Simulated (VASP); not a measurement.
# Li2ZnGeSe4 (I-42m) in VASP: notebook

Runs on Li2ZnGeSe4. Level: PBE. Tasks: single point.

Program: VASP 6.6.1. These are calculated values, not measurements. Logs are shortened: lines on timing, memory, paths and dates and some standing lists are left out, and cuts for length are marked.

## 1. The cell of the first run

Symmetry: I-42m, No. 121, tetragonal system. The conventional cell has a = 5.516 Å, b = 5.516 Å, c = 11.710 Å, α = 90.00°, β = 90.00°, γ = 90.00°. Within 3.3 Å of Li (site symmetry -4) lie 4 Se at 2.47 Å. Within 3.2 Å of Zn (site symmetry -42m) lie 4 Se at 2.46 Å. Ge (site symmetry -42m) has 4 Se at 2.36 Å within 3.1 Å. Se (site symmetry m) has 1 Ge at 2.36 Å and 1 Zn at 2.46 Å and 2 Li at 2.47 Å within 3.1 Å.

## 2. Single point, PBE (22.27 Å³/atom)

Contents of INCAR:

```
PREC = Accurate
ENCUT = 520
EDIFF = 1E-6
ISMEAR = 0
SIGMA = 0.01
LREAL = False
LASPH = True
NELM = 100
ALGO = Normal
ISIF = 2
LWAVE = False
LCHARG = False
GGA = PE
NBANDS = 38
```

Contents of KPOINTS:

```
regular mesh
0
Gamma
  6 6 6
```

Contents of POSCAR:

```
Li2ZnGeSe4
1.0
   -2.7579192178      2.7579192178      5.8548126320
    2.7579192178     -2.7579192178      5.8548126320
    2.7579192178      2.7579192178     -5.8548126320
Li Zn Ge Se
2 1 1 4
Direct
    0.7500000000      0.2500000000      0.5000000000
    0.2500000000      0.7500000000      0.5000000000
    0.0000000000      0.0000000000      0.0000000000
    0.5000000000      0.5000000000      0.0000000000
    0.8624044664      0.8624044664      0.4837735353
    0.1375955336      0.6213690688      0.0000000000
    0.6213690688      0.1375955336      0.0000000000
    0.3786309312      0.3786309312      0.5162264647
```

Potentials or basis: VASP PAW PBE potentials, release 64 (Li_sv, Zn, Ge_d, Se).

On the command line:

```
> cat potpaw_PBE.64/Li_sv/POTCAR potpaw_PBE.64/Zn/POTCAR potpaw_PBE.64/Ge_d/POTCAR potpaw_PBE.64/Se/POTCAR > POTCAR
> mpirun -np 1 vasp_std > vasp.out
```

OUTCAR:

```text
PREC = Accurate
   ENCUT = 520
   EDIFF = 1E-6
   ISMEAR = 0
   LREAL = False
   LASPH = True
   NELM = 100
   ISIF = 2
   GGA = PE

 ion  position               nearest neighbor table
   1  0.750  0.250  0.500-   8 2.47   6 2.47   7 2.47   5 2.47
   2  0.250  0.750  0.500-   8 2.47   7 2.47   6 2.47   5 2.47
   3  0.000  0.000  0.000-   5 2.46   7 2.46   6 2.46   8 2.46
   4  0.500  0.500  0.000-   5 2.36   6 2.36   7 2.36   8 2.36
   5  0.862  0.862  0.484-   4 2.36   3 2.46   2 2.47   1 2.47
   6  0.138  0.621  0.000-   4 2.36   3 2.46   2 2.47   1 2.47
   7  0.621  0.138  0.000-   4 2.36   3 2.46   1 2.47   2 2.47
   8  0.379  0.379  0.516-   4 2.36   3 2.46   1 2.47   2 2.47

  LATTYP: Found a body centered tetragonal cell.
 ALAT       =     5.5158384356
 C/A-ratio  =     2.1229094000

  Lattice vectors:

 A1 = (  -2.7579192178,   2.7579192178,   5.8548126320)
 A2 = (   2.7579192178,  -2.7579192178,   5.8548126320)
 A3 = (   2.7579192178,   2.7579192178,  -5.8548126320)

Analysis of symmetry for initial positions (statically):
=====================================================================
 Subroutine PRICEL returns:
 Original cell was already a primitive cell.

 Routine SETGRP: Setting up the symmetry group for a
 body centered tetragonal supercell.

 Subroutine GETGRP returns: Found  8 space group operations
 (whereof  8 operations were pure point group operations)
 out of a pool of 16 trial point group operations.

The static configuration has the point symmetry D_2d.

Analysis of symmetry for dynamics (positions and initial velocities):
=====================================================================
 Subroutine PRICEL returns:
 Original cell was already a primitive cell.

 Routine SETGRP: Setting up the symmetry group for a
 body centered tetragonal supercell.

 Subroutine GETGRP returns: Found  8 space group operations
 (whereof  8 operations were pure point group operations)
 out of a pool of 16 trial point group operations.

The dynamic configuration has the point symmetry D_2d.

 Subroutine INISYM returns: Found  8 space group operations
 (whereof  8 operations are pure point group operations),
 and found     1 'primitive' translations

----------------------------------------------------------------------------------------

                                     Primitive cell

  volume of cell :     178.1296

  direct lattice vectors                    reciprocal lattice vectors
    -2.757919218  2.757919218  5.854812632     0.000000000  0.181296101  0.085399829
     2.757919218 -2.757919218  5.854812632     0.181296101  0.000000000  0.085399829
     2.757919218  2.757919218 -5.854812632     0.181296101  0.181296101  0.000000000

  length of vectors
     7.034988826  7.034988826  7.034988826     0.200403111  0.200403111  0.256391404

  position of ions in fractional coordinates (direct lattice)
     0.750000000  0.250000000  0.500000000
     0.250000000  0.750000000  0.500000000
     0.000000000  0.000000000  0.000000000
     0.500000000  0.500000000  0.000000000
     0.862404466  0.862404466  0.483773535
     0.137595534  0.621369069  0.000000000
     0.621369069  0.137595534  0.000000000
     0.378630931  0.378630931  0.516226465

  ion indices of the primitive-cell ions
   primitive index   ion index
                 1           1
                 2           2
                 3           3
                 4           4
                 5           5
                 6           6
                 7           7
                 8           8

----------------------------------------------------------------------------------------

 KPOINTS: regular mesh

Automatic generation of k-mesh.
 Grid dimensions read from file:
 generate k-points for:    6    6    6

 Generating k-lattice:

  Cartesian coordinates                     Fractional coordinates (reciprocal lattice)
     0.000000000  0.030216017  0.014233305     0.166666667  0.000000000 -0.000000000
     0.030216017  0.000000000  0.014233305     0.000000000  0.166666667 -0.000000000
     0.030216017  0.030216017  0.000000000     0.000000000  0.000000000  0.166666667

  Length of vectors
     0.033400519  0.033400519  0.042731901

  Shift w.r.t. Gamma in fractional coordinates (k-lattice)
     0.000000000  0.000000000  0.000000000

 Subroutine IBZKPT returns following result:
 ===========================================

 Found     30 irreducible k-points:

 Following reciprocal coordinates:
            Coordinates               Weight
  0.000000  0.000000  0.000000      1.000000
  0.166667  0.000000  0.000000      8.000000
  0.333333  0.000000  0.000000      8.000000
  0.500000  0.000000 -0.000000      4.000000
  0.166667  0.166667  0.000000      8.000000
  0.333333  0.166667  0.000000     16.000000
[... 16 lines left out ...]
 -0.333333 -0.333333  0.166667      8.000000
 -0.166667 -0.333333  0.166667      8.000000
 [... further k-points ...]
   k-points           NKPTS =     30   k-points in BZ     NKDIM =     30   number of bands    NBANDS=     38
   number of dos      NEDOS =    301   number of ions     NIONS =      8
   total plane-waves  NPLWV = 157464
   dimension x,y,z NGX =    54 NGY =   54 NGZ =   54
   dimension x,y,z NGXF=   108 NGYF=  108 NGZF=  108
   ions per type =               2   1   1   4
   NGX,Y,Z   is equivalent  to a cutoff of  12.76, 12.76, 12.76 a.u.
   NGXF,Y,Z  is equivalent  to a cutoff of  25.52, 25.52, 25.52 a.u.
 SYSTEM =  unknown system
   PREC   = accura    normal or accurate (medium, high low for compatibility)
   ISTART =      0    job   : 0-new  1-cont  2-samecut
   ICHARG =      2    charge: 1-file 2-atom 10-const
   ISPIN  =      1    spin polarized calculation?
   LNONCOLLINEAR =      F non collinear calculations
   LSORBIT =      F    spin-orbit coupling
   LASPH  =      T    aspherical Exc in radial PAW
   ENCUT  =  520.0 eV  38.22 Ry    6.18 a.u.  13.08 13.08 13.08*2*pi/ulx,y,z
   NELM   =    100;   NELMIN=  2; NELMDL= -5     # of ELM steps
   EDIFF  = 0.1E-05   stopping-criterion for ELM
   LREAL  =      F    real-space projection
[... 7 lines left out ...]
   TEBEG  =    0.0;   TEEND  =   0.0 temperature during run
   PSTRESS=    0.0 pullay stress
   NELECT =      56.0000    total number of electrons
   NUPDOWN=      -1.0000    fix difference up-down
   EMIN   =  10.00;   EMAX   =-10.00  energy-range for DOS
   EFERMI =   0.00;   METHOD = LEGACY
   ISMEAR =     0;   SIGMA  =   0.01  broadening in eV -4-tet -1-fermi 0-gaus
   EFERMI_NEDOS =   21; number of points for ismear=-14 and -15
   IALGO  =     38    algorithm
   IMIX   =      4    mixing-type and parameters
     AMIX     =   0.40;   BMIX     =  1.00
     AMIX_MAG =   1.60;   BMIX_MAG =  1.00
  volume/ion in A,a.u.               =      22.27       150.26
  Fermi-wavevector in a.u.,A,eV,Ry     =   1.113163  2.103573 16.859417  1.239132
  Thomas-Fermi vector in A             =   2.249745
   LORBIT       =      0    0 simple, 1 ext, 2 COOP (PROOUT), +10 PAW based schemes
   GGA     = PE    functional components
   LHFCALC =     F    Hartree Fock is set to
   AEXX    =    0.0000 exact exchange contribution
   IVDW    =     0    specifies the selected vdW correction
   LEPSILON=     F    determine dielectric tensor
   LRPA    =     F    only Hartree local field effects (RPA)
 non-spin polarized calculation
 Gauss-broadening in eV      SIGMA  =   0.01
  energy-cutoff  :      520.00
  volume of cell :      178.13
 maximum number of plane-waves:      4821
 NGX is ok and might be reduce to    54
   NGX = 27   NGY = 27   NGZ = 27

 number of electron      56.0000007 magnetization

 Free energy of the ion-electron system (eV)
  ---------------------------------------------------
  ext. energy  EPLUGINS =         0.00000000
  ---------------------------------------------------
  free energy    TOTEN  =       -29.49510571 eV

  energy without entropy =      -29.49510571  energy(sigma->0) =      -29.49510571

 E-fermi :   1.8421     XC(G=0):  -8.8215

 val. band max:        1.7574705772   @ k =   0.0000   0.0000   0.0000
 cond. band min:       3.1494780141   @ k =   0.0000   0.0000   0.0000
 fundamental gap:      1.3920074369
 Fermi energy:         1.8421289938

 k-point     1 :       0.0000    0.0000    0.0000
  band No.  band energies     occupation
      1     -42.7963      2.00000
      2     -42.7954      2.00000
      3     -22.9487      2.00000
      4     -22.9487      2.00000
      5     -22.9394      2.00000
      6     -22.9146      2.00000
[... 30 lines left out ...]
     37       7.7052      0.00000
     38       9.1179      0.00000

 k-point     2 :       0.1667    0.0000    0.0000
  band No.  band energies     occupation
      1     -42.7962      2.00000
      2     -42.7954      2.00000
      3     -22.9487      2.00000
      4     -22.9487      2.00000
      5     -22.9394      2.00000
      6     -22.9146      2.00000
[... 30 lines left out ...]
     37       8.0403      0.00000
     38       8.7752      0.00000

 k-point     3 :       0.3333    0.0000    0.0000
  band No.  band energies     occupation
      1     -42.7960      2.00000
      2     -42.7956      2.00000
      3     -22.9488      2.00000
      4     -22.9487      2.00000
      5     -22.9394      2.00000
      6     -22.9145      2.00000
[... 30 lines left out ...]
     37       8.8512      0.00000
     38       8.8716      0.00000

 k-point     4 :       0.5000    0.0000   -0.0000
  band No.  band energies     occupation
      1     -42.7958      2.00000
      2     -42.7958      2.00000
      3     -22.9488      2.00000
      4     -22.9487      2.00000
      5     -22.9394      2.00000
      6     -22.9145      2.00000
[... 30 lines left out ...]
     37       8.6391      0.00000
     38       8.9523      0.00000
[... 703 lines left out ...]
      4     -22.9487      2.00000
      5     -22.9394      2.00000
      6     -22.9145      2.00000
[... 30 lines left out ...]
     37       8.7756      0.00000
     38       8.9241      0.00000

 k-point    23 :      -0.3333   -0.3333    0.1667
  band No.  band energies     occupation
      1     -42.7962      2.00000
      2     -42.7954      2.00000
      3     -22.9487      2.00000
      4     -22.9487      2.00000
      5     -22.9394      2.00000
      6     -22.9146      2.00000
[... 30 lines left out ...]
     37       8.7206      0.00000
     38       8.9730      0.00000

 k-point    24 :      -0.1667   -0.3333    0.1667
  band No.  band energies     occupation
      1     -42.7962      2.00000
      2     -42.7954      2.00000
      3     -22.9487      2.00000
      4     -22.9487      2.00000
      5     -22.9394      2.00000
      6     -22.9146      2.00000
[... 30 lines left out ...]
     37       8.5749      0.00000
     38       8.8014      0.00000

 [... further k-points ...]

------------------------ aborting loop because EDIFF is reached ----------------------------------------

  FORCE on cell =-STRESS in cart. coord.  units (eV):
  Direction    XX          YY          ZZ          XY          YZ          ZX
  --------------------------------------------------------------------------------------
  -------------------------------------------------------------------------------------
  Total        3.5960723      3.5960723      3.8946481      0.0000000      0.0000000     -0.0000000
  in kB       32.3446849     32.3446849     35.0302093      0.0000000      0.0000000     -0.0000000
  external PRESSURE =      33.2398597 kB  Pullay stress =       0.0000000 kB

 VOLUME and BASIS-vectors are now :
 -----------------------------------------------------------------------------
  energy-cutoff  :      520.00
  volume of cell :      178.13
      direct lattice vectors                 reciprocal lattice vectors
    -2.757919218  2.757919218  5.854812632     0.000000000  0.181296101  0.085399829
     2.757919218 -2.757919218  5.854812632     0.181296101  0.000000000  0.085399829
     2.757919218  2.757919218 -5.854812632     0.181296101  0.181296101  0.000000000

 POSITION                                       TOTAL-FORCE (eV/Angst)
 -----------------------------------------------------------------------------------
     -0.00000      2.75792      2.92741         0.000000     -0.000000     -0.000000
      2.75792     -0.00000      2.92741         0.000000     -0.000000     -0.000000
      0.00000      0.00000      0.00000         0.000000     -0.000000     -0.000000
      0.00000      0.00000      5.85481         0.000000     -0.000000     -0.000000
      1.33421      1.33421      7.26603         0.100297      0.100297      0.330727
      1.33421     -1.33421      4.44360         0.100297     -0.100297     -0.330727
     -1.33421      1.33421      4.44360        -0.100297      0.100297     -0.330727
      1.42371      1.42371      1.41122        -0.100297     -0.100297      0.330727
 -----------------------------------------------------------------------------------
    total drift:                                0.000001      0.000001     -0.000003

  FREE ENERGIE OF THE ION-ELECTRON SYSTEM (eV)
  ---------------------------------------------------
  free  energy   TOTEN  =       -29.4951057091 eV

  energy  without entropy=      -29.4951057091  energy(sigma->0) =      -29.49510571
```

It took 3.1 min on 1 thread of AMD EPYC 9R45 (Zen 5), shared host; peak memory 0.5 GiB.

What came out:

```
Free energy            : -29.4951 eV
Largest force          : 0.360 eV/Å
Band gap on the k mesh : 1.39 eV
```

Forces in eV/Å, atoms in the order of the input:
```
Li   0.000  0.000  0.000
Li   0.000  0.000  0.000
Zn   0.000  0.000  0.000
Ge   0.000  0.000  0.000
Se   0.100  0.100  0.331
Se   0.100 -0.100 -0.331
Se  -0.100  0.100 -0.331
Se  -0.100 -0.100  0.331
```

Caveat: the cutoff is under 1.25 times the usual one of these potentials, so pressure, stress and relaxed cells hold a basis-set (Pulay) error.

[end of part 1 of 3]
